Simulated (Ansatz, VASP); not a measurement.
CeCuSe3 in VASP and in Ansatz

INCAR

```
PREC = Accurate ; ENCUT = 520
EDIFF = 1E-7 ; ISMEAR = 1
SIGMA = 0.0893 ; LREAL = False
LASPH = True ; NELM = 150
ALGO = Normal ; ISIF = 2
LWAVE = False ; LCHARG = True
LMAXMIX = 6 ; LDAU = True
LDAUTYPE = 2 ; LDAUL = 3 -1 -1
LDAUU = 5 0 0 ; LDAUJ = 0 0 0
LDAUPRINT = 1 ; GGA = CA
LELF = True ; LVHAR = True
NBANDS = 28
```

KPOINTS

```
Automatic mesh
0
Gamma
  4 4 4
```

POSCAR

```
CeCuSe3
1.0
    0.0000000000      4.6487720000      0.0000000000
    4.6487720000      0.0000000000      0.0000000000
    2.3243860000      2.3243860000     -5.7100010000
Ce Cu Se
1 1 3
Direct
    0.1365000000      0.1365000000      0.7270000000
    0.5221000000      0.5221000000      0.9558000000
    0.8858000000      0.3858000000      0.2284000000
    0.3858000000      0.8858000000      0.2284000000
    0.7504000000      0.7504000000      0.4992000000
```

Input for Ansatz:

```yaml
crystal:
  lattice:
    - [0.0, 4.648772, 0.0]
    - [4.648772, 0.0, 0.0]
    - [2.324386, 2.324386, -5.710001]
  atoms:
    - { symbol: Ce, position: [0.1365, 0.1365, 0.727] }
    - { symbol: Cu, position: [0.5221, 0.5221, 0.9558] }
    - { symbol: Se, position: [0.8858, 0.3858, 0.2284] }
    - { symbol: Se, position: [0.3858, 0.8858, 0.2284] }
    - { symbol: Se, position: [0.7504, 0.7504, 0.4992] }
  symmetry: { tolerance: 0.0003 }
kpoints:
  mp_grid: { grid: [4, 4, 4], shift: [0, 0, 0] }
magnetization:
  spin_polarized: false
scf:
  occupations: { method: cold, width: 0.0893 }
hamiltonian:
  pseudopotentials: { kind: paw }
  xc: lda
  hubbard: { sites: [{ species: Ce, l: f, u_eff: 5.0 }], double_counting: fll }
basis:
  ecutwfc: 420
output:
  forces: true
  stress: true
  eigenvalues: true
accuracy: high
```

Alike in both runs: task single point; functional LDA; k mesh 4 × 4 × 4; no spin polarisation; Hubbard terms Ce f U = 5.0 eV.

|  | VASP | Ansatz |
| --- | --- | --- |
| version | VASP 6.6.1 | Ansatz 0.2.0 |
| potentials or method | VASP PAW LDA potentials, release 64 (Ce, Cu, Se), cutoff 520 eV | PAW plane waves |
| occupations | methfessel-paxton of order 1, width 0.0893 eV | cold, width 0.0893 eV |
| valence electrons in the cell | 41 | 79 |

|  | VASP | Ansatz | Ansatz less VASP |
| --- | --- | --- | --- |
| gap on the k mesh at the Fermi level (eV) | none | none | - |
| pressure (GPa) | -9.9 | -9.5 | +0.42 |
| traceless stress, the component that is largest in VASP (GPa) | -6.46 | -6.52 | -0.055 |
| rms of the force components (eV/Å) | 1.136 | 1.148 | +0.0123 |

LDA's correlation is that of Perdew and Zunger in VASP and of Perdew and Wang (1992) in Ansatz. The programs project onto different local orbitals, so the same U acts differently, and such runs can settle in different states. Atom by atom the forces differ by 0.012 eV/Å (rms over components). A gap of «none» marks a metal or a gap that the smearing closes. VASP's potentials hold 41 valence electrons a cell and Ansatz's 79, so a difference there can come from the potentials and not from the codes. Ansatz's warnings: filled band counts differ across k points.

The k mesh is coarse, so the values compare programs but aren't converged. Spin-orbit coupling is off throughout.
